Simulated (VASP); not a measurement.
# InSb in VASP: single point with r2SCAN

Aim: the single point of InSb with r2SCAN.

Program: VASP 6.6.1. These are calculated values, not measurements. Logs are shortened: lines on timing, memory, paths and dates and some standing lists are left out, and cuts for length are marked.

## 1. The cell of the first run

The cell holds a slab with vacuum, 8 atoms: a = 4.635 Å, b = 4.635 Å, c = 26.472 Å, α = 90.00°, β = 90.00°, γ = 90.00°.

## 2. Single point, r2SCAN

Input file POSCAR:

```
InSb
1.0
    4.6351943588      0.0000000000      0.0000000000
    0.0000000000      4.6351943588      0.0000000000
    0.0000000000      0.0000000000     26.4715207712
Sb In
4 4
Direct
    0.0000000000      0.5000000000      0.2833233521
    0.5000000000      0.0000000000      0.4071385795
    0.0000000000      0.5000000000      0.5309538068
    0.5000000000      0.0000000000      0.6547690342
    0.5000000000      0.5000000000      0.3452309658
    0.0000000000      0.0000000000      0.4690461932
    0.5000000000      0.5000000000      0.5928614205
    0.0000000000      0.0000000000      0.7166766479
```

Input file INCAR.step1:

```
ALGO     = Normal         # electronic algorithm
DIPOL    = 0.5 0.5 0.500
EDIFF    = 1E-4           # SCF threshold, eV
ENCUT    = 520            # plane-wave cutoff, eV
GGA      = PE             # functional
IDIPOL   = 3            
ISMEAR   = 0              # smearing method
LASPH    = True           # aspherical terms in the spheres
LCHARG   = False          # write CHGCAR
LDIPOL   = True         
LREAL    = False          # projectors in reciprocal space
LWAVE    = True           # write WAVECAR
NBANDS   = 46             # bands
NELM     = 100            # most SCF steps
PREC     = Accurate       # precision mode
SIGMA    = 0.1            # smearing width, eV
```

Input file INCAR.step2:

```
ALGO     = Normal         # electronic algorithm
DIPOL    = 0.5 0.5 0.500
EDIFF    = 1E-7           # SCF threshold, eV
ENCUT    = 520            # plane-wave cutoff, eV
IDIPOL   = 3            
ISIF     = 2              # what is computed and relaxed
ISMEAR   = 0              # smearing method
ISTART   = 1            
LASPH    = True           # aspherical terms in the spheres
LCHARG   = True           # write CHGCAR
LDIPOL   = True         
LELF     = True           # ELF
LMIXTAU  = True         
LREAL    = False          # projectors in reciprocal space
LVACPOTAV= True         
LVHAR    = True         
LWAVE    = False          # write WAVECAR
METAGGA  = R2SCAN         # meta-GGA
NBANDS   = 46             # bands
NELM     = 100            # most SCF steps
PREC     = Accurate       # precision mode
SIGMA    = 0.1            # smearing width, eV
```

Input file KPOINTS:

```
k-points
0
Gamma
  8 8 1
```

Potentials or basis: VASP PAW PBE potentials, release 64 (Sb, In_d).

On the command line:

```sh
cat potpaw_PBE.64/Sb/POTCAR potpaw_PBE.64/In_d/POTCAR > POTCAR
cp INCAR.step1 INCAR
mpirun -np 1 vasp_std > vasp.out
cp INCAR.step2 INCAR
mpirun -np 1 vasp_std > vasp.out
```

OUTCAR:

```text
EDIFF = 1E-7
   ENCUT = 520
   ISIF = 2
   ISMEAR = 0
   ISTART = 1
   LASPH = True
   LREAL = False
   METAGGA = R2SCAN
   NELM = 100
   PREC = Accurate

 ion  position               nearest neighbor table
   1  0.000  0.500  0.283-   5 2.84   5 2.84
   2  0.500  0.000  0.407-   5 2.84   6 2.84   5 2.84   6 2.84
   3  0.000  0.500  0.531-   6 2.84   6 2.84   7 2.84   7 2.84
   4  0.500  0.000  0.655-   7 2.84   8 2.84   7 2.84   8 2.84
   5  0.500  0.500  0.345-   1 2.84   2 2.84   2 2.84   1 2.84
   6  0.000  0.000  0.469-   3 2.84   3 2.84   2 2.84   2 2.84
   7  0.500  0.500  0.593-   3 2.84   4 2.84   4 2.84   3 2.84
   8  0.000  0.000  0.717-   4 2.84   4 2.84

  LATTYP: Found a simple tetragonal cell.
 ALAT       =     4.6351943588
 C/A-ratio  =     5.7109839895

  Lattice vectors:

 A1 = (   4.6351943588,   0.0000000000,   0.0000000000)
 A2 = (   0.0000000000,   4.6351943588,   0.0000000000)
 A3 = (   0.0000000000,   0.0000000000,  26.4715207712)

Analysis of symmetry for initial positions (statically):
=====================================================================
 Subroutine PRICEL returns:
 Original cell was already a primitive cell.

 Routine SETGRP: Setting up the symmetry group for a
 simple tetragonal supercell.

 Subroutine GETGRP returns: Found  4 space group operations
 (whereof  4 operations were pure point group operations)
 out of a pool of 16 trial point group operations.

The static configuration has the point symmetry C_2v.

Analysis of symmetry for dynamics (positions and initial velocities):
=====================================================================
 Subroutine PRICEL returns:
 Original cell was already a primitive cell.

 Routine SETGRP: Setting up the symmetry group for a
 simple tetragonal supercell.

 Subroutine GETGRP returns: Found  4 space group operations
 (whereof  4 operations were pure point group operations)
 out of a pool of 16 trial point group operations.

The dynamic configuration has the point symmetry C_2v.

 Subroutine INISYM returns: Found  4 space group operations
 (whereof  4 operations are pure point group operations),
 and found     1 'primitive' translations

----------------------------------------------------------------------------------------

                                     Primitive cell

  volume of cell :     568.7413

  direct lattice vectors                    reciprocal lattice vectors
     4.635194359  0.000000000  0.000000000     0.215740684  0.000000000  0.000000000
[... 108 lines left out ...]
   NELECT =      72.0000    total number of electrons
   NUPDOWN=      -1.0000    fix difference up-down
   EMIN   =  10.00;   EMAX   =-10.00  energy-range for DOS
   EFERMI =   0.00;   METHOD = LEGACY
   ISMEAR =     0;   SIGMA  =   0.10  broadening in eV -4-tet -1-fermi 0-gaus
   EFERMI_NEDOS =   21; number of points for ismear=-14 and -15
   IALGO  =     38    algorithm
   IMIX   =      4    mixing-type and parameters
     AMIX     =   0.40;   BMIX     =  1.00
     AMIX_MAG =   1.60;   BMIX_MAG =  1.00
  volume/ion in A,a.u.               =      71.09       479.76
  Fermi-wavevector in a.u.,A,eV,Ry     =   0.822017  1.553387  9.193616  0.675712
  Thomas-Fermi vector in A             =   1.933278
   LORBIT       =      0    0 simple, 1 ext, 2 COOP (PROOUT), +10 PAW based schemes
   METAGGA = R2SCAN    functional components
   LHFCALC =     F    Hartree Fock is set to
   AEXX    =    0.0000 exact exchange contribution
   IVDW    =     0    specifies the selected vdW correction
   LEPSILON=     F    determine dielectric tensor
   LRPA    =     F    only Hartree local field effects (RPA)
 non-spin polarized calculation
 Gauss-broadening in eV      SIGMA  =   0.10
  energy-cutoff  :      520.00
  volume of cell :      568.74
 maximum number of plane-waves:     15379
 NGX is ok and might be reduce to    36
   NGX = 17   NGY = 17   NGZ = 99

 number of electron      71.9999963 magnetization

 dipolmoment           0.000000      0.000000     -0.124934 electrons x Angstroem

 Free energy of the ion-electron system (eV)
  ---------------------------------------------------
  ext. energy  EPLUGINS =         0.00000000
  ---------------------------------------------------
  free energy    TOTEN  =      -192.07590383 eV

  energy without entropy =     -192.04671816  energy(sigma->0) =     -192.06131099

 E-fermi :  -0.2586     XC(G=0):  -4.9858

 val. band max:       -0.2778242566   @ k =   0.2500   0.1250   0.0000
 cond. band min:      -0.2353269385   @ k =   0.0000   0.5000   0.0000
 fundamental gap:      0.0424973180
 Fermi energy:        -0.2586409455

 k-point     1 :       0.0000    0.0000    0.0000
  band No.  band energies     occupation
      1     -15.4813      2.00000
      2     -15.4331      2.00000
      3     -15.4189      2.00000
      4     -15.3665      2.00000
      5     -15.3373      2.00000
      6     -15.3185      2.00000
[... 1165 lines left out ...]
     45       3.9561      0.00000
     46       4.2794      0.00000

 [... further k-points ...]

------------------------ aborting loop because EDIFF is reached ----------------------------------------

  FORCE on cell =-STRESS in cart. coord.  units (eV):
  Direction    XX          YY          ZZ          XY          YZ          ZX
  --------------------------------------------------------------------------------------
  -------------------------------------------------------------------------------------
  Total       -0.0857819     -0.9613272      1.1940829      0.0000000      0.0000000      0.0000000
  in kB       -0.2416527     -2.7081144      3.3638008      0.0000000      0.0000000      0.0000000
  external PRESSURE =       0.1380112 kB  Pullay stress =       0.0000000 kB

 VOLUME and BASIS-vectors are now :
 -----------------------------------------------------------------------------
  energy-cutoff  :      520.00
  volume of cell :      568.74
      direct lattice vectors                 reciprocal lattice vectors
     4.635194359  0.000000000  0.000000000     0.215740684  0.000000000  0.000000000
     0.000000000  4.635194359  0.000000000     0.000000000  0.215740684  0.000000000
     0.000000000  0.000000000 26.471520771     0.000000000  0.000000000  0.037776447

 POSITION                                       TOTAL-FORCE (eV/Angst)
 -----------------------------------------------------------------------------------
      0.00000      2.31760      7.50000         0.000000      0.000000      0.064157
      2.31760      0.00000     10.77758         0.000000      0.000000      0.292393
      0.00000      2.31760     14.05515         0.000000      0.000000      0.149953
      2.31760      0.00000     17.33273         0.000000      0.000000     -0.384846
      2.31760      2.31760      9.13879         0.000000      0.000000     -0.267183
      0.00000      0.00000     12.41637         0.000000      0.000000     -0.192853
      2.31760      2.31760     15.69394         0.000000      0.000000     -0.188333
      0.00000      0.00000     18.97152         0.000000      0.000000      0.526711
 -----------------------------------------------------------------------------------
    total drift:                                0.000000      0.000000     -0.000100

  FREE ENERGIE OF THE ION-ELECTRON SYSTEM (eV)
  ---------------------------------------------------
  free  energy   TOTEN  =      -192.0759038252 eV

  energy  without entropy=     -192.0467181558  energy(sigma->0) =     -192.06131099

 vacuum level on the upper side and lower side of the slab         4.181         5.233
```

Run time: 2.8 h. Hardware: 1 thread of Oxide Virtual Turin-like, shared host; peak memory 0.93 GiB.

Results:

```
Free energy            : -192.0759 eV
Largest force          : 0.527 eV/Å
Band gap on the k mesh : zero (bands 36 and 37 overlap by 0.70 eV)
```

Forces on the atoms (eV/Å):
```
Sb   0.000  0.000  0.064
Sb   0.000  0.000  0.292
Sb   0.000  0.000  0.150
Sb   0.000  0.000 -0.385
In   0.000  0.000 -0.267
In   0.000  0.000 -0.193
In   0.000  0.000 -0.188
In   0.000  0.000  0.527
```

Caveat: the PAW data sets were made with another functional, which shifts forces and pressure a little; spin-orbit coupling is left out, which moves the levels of the heavy elements.

The gap in the log of VASP goes by the Fermi energy; the results here count the filled bands.